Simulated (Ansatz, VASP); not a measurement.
## One calculation of Te2Mo, two programs

```
Te Mo
1.0
     6.34645    0.00000    0.00000
     0.00000    3.49422    0.00000
    -0.54903    0.00000   14.85616
Te Mo
8 4
Direct
  0.06309 0.50000 0.40139
  0.93626 0.00000 0.59892
  0.56720 0.00000 0.36206
  0.43254 0.50000 0.63827
  0.09105 0.00000 0.13792
  0.90945 0.50000 0.86175
  0.58109 0.50000 0.09855
  0.41935 0.00000 0.90115
  0.31969 0.00000 0.50683
  0.67978 0.50000 0.49352
  0.18149 0.50000 0.00653
  0.81900 0.00000 0.99309
```

Alike in both runs: functional RPBE; k mesh 4 × 8 × 2; occupations fermi-dirac, width 0.05 eV; no spin polarisation.

|  | VASP | Ansatz |
| --- | --- | --- |
| version | VASP 6.6.1 | Ansatz 0.2.0 |
| potentials or method | VASP PAW PBE potentials, release 64 (Te, Mo_sv) | Ansatz PAW |
| plane-wave cutoff (eV) | 520 | 420 |
| valence electrons in the cell | 104 | 184 |
| task | single point | band structure |

Ansatz gave:

```
gap on the k mesh at the Fermi level (eV)                     : none
pressure (GPa)                                                : 2.5
traceless stress, the component that is largest in VASP (GPa) : -0.58
rms of the force components (eV/Å)                            : 0.116
```

Task: What did VASP give for the same quantities?

Result: gap on the k mesh at the Fermi level (eV): none; pressure (GPa): 2.5; traceless stress, the component that is largest in VASP (GPa): -0.60; rms of the force components (eV/Å): 0.116.

VASP's potentials were made for PBE, not for RPBE. Atom by atom the forces differ by 0.003 eV/Å (rms over components). A gap of «none» marks a metal or a gap that the smearing closes. VASP's potentials hold 104 valence electrons a cell and Ansatz's 184, so a difference there can come from the potentials and not from the codes.

Spin-orbit coupling is off throughout.
